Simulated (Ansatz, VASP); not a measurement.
## Two plane-wave programs on TiC

INCAR

```
PREC = Accurate
ENCUT = 520
EDIFF = 1E-6
ISMEAR = 0
SIGMA = 0.15
LREAL = F
LASPH = T
NELM = 100
ALGO = Normal
ISIF = 2
LWAVE = F
LCHARG = T
GGA = PE
LELF = T
LVHAR = T
NBANDS = 15
```

File KPOINTS:

```
Automatic mesh
0
Gamma
  26 26 26
```

File POSCAR:

```
TiC
1.0
    0.0000000000      2.1315124848      2.2380881091
    2.1315124848      0.0000000000      2.2380881091
    2.1315124848      2.1315124848      0.0000000000
Ti C
1 1
Direct
    0.0000000000      0.0000000000      0.0000000000
    0.5000000000      0.5000000000      0.5000000000
```

Input for Ansatz:

```yaml
crystal:
  lattice:
    - [0.0, 2.1315124848, 2.2380881091]
    - [2.1315124848, 0.0, 2.2380881091]
    - [2.1315124848, 2.1315124848, 0.0]
  atoms:
    - { symbol: Ti, position: [0.0, 0.0, 0.0] }
    - { symbol: C, position: [0.5, 0.5, 0.5] }
basis:
  ecutwfc: 420
kpoints:
  mp_grid: { grid: [26, 26, 26] }
hamiltonian:
  xc: pbe
scf:
  occupations: { method: gaussian, width: 0.15 }
output:
  forces: true
  stress: true
  eigenvalues: true
```

Alike in both runs: task single point; functional PBE; k mesh 26 × 26 × 26; occupations gaussian, width 0.15 eV; no spin polarisation.

```csv
,VASP,Ansatz
version,VASP 6.6.1,Ansatz 0.2.0
potentials or method,"VASP PAW PBE potentials, release 64 (Ti_sv, C), cutoff 520 eV","scalar-relativistic, plane waves, PAW"
valence electrons in the cell,16,16
```

VASP gave:

| Quantity | Value |
| --- | --- |
| gap on the k mesh at the Fermi level (eV) | none |
| pressure (GPa) | 1.3 |
| traceless stress, the component that is largest in VASP (GPa) | -11.87 |

Q: Estimate Ansatz's values.

A: gap on the k mesh at the Fermi level (eV): none; pressure (GPa): 1.1; traceless stress, the component that is largest in VASP (GPa): -11.77.

A gap of «none» marks a metal or a gap that the smearing closes.
